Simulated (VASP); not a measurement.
A run of VASP 6.6.1 is set up as follows.

The input POSCAR:

```
CuAu3
1.0
    4.0911873759      0.0000000000      0.0000000000
    0.0000000000      4.0911873759      0.0000000000
    0.0000000000      0.0000000000      4.0911873759
Cu Au
1 3
Direct
    0.0000000000      0.0000000000      0.0000000000
    0.0000000000      0.5000000000      0.5000000000
    0.5000000000      0.0000000000      0.5000000000
    0.5000000000      0.5000000000      0.0000000000
```

The input INCAR.step1:

```
PREC = Accurate
ENCUT = 520
ISMEAR = 0
SIGMA = 0.1
LREAL = F
LASPH = T
NELM = 80
NBANDS = 30
GGA = PE
ALGO = Normal
EDIFF = 1E-4
LWAVE = T
LCHARG = F
```

File INCAR.step2:

```
PREC = Accurate
ENCUT = 520
EDIFF = 1E-6
ISMEAR = 0
SIGMA = 0.1
LREAL = F
LASPH = T
NELM = 80
ALGO = Normal
ISIF = 2
LWAVE = F
LCHARG = T
METAGGA = R2SCAN
LMIXTAU = T
LELF = T
LVHAR = T
NBANDS = 30
ISTART = 1
```

KPOINTS

```
Automatic mesh
0
Gamma
  14 14 14
```

Potentials or basis: VASP PAW PBE potentials, release 64 (Cu, Au).

Launch:

```bash
$ cat potpaw_PBE.64/Cu/POTCAR potpaw_PBE.64/Au/POTCAR > POTCAR
$ cp INCAR.step1 INCAR
$ mpirun -np 1 vasp_std > vasp.out
$ cp INCAR.step2 INCAR
$ mpirun -np 1 vasp_std > vasp.out
```

Predict the pressure.

-7.7 GPa.

What does it give for the band gap on the k mesh?

Zero (bands 22 and 23 overlap by 1.93 eV).

Caveat: the cell differs from its parent crystal (equal strain along all axes, cell held: +2.0 %); the cell stands under tension; the PAW data sets were made with another functional, which shifts forces and pressure a little; spin-orbit coupling is left out, which moves the levels of the heavy elements.
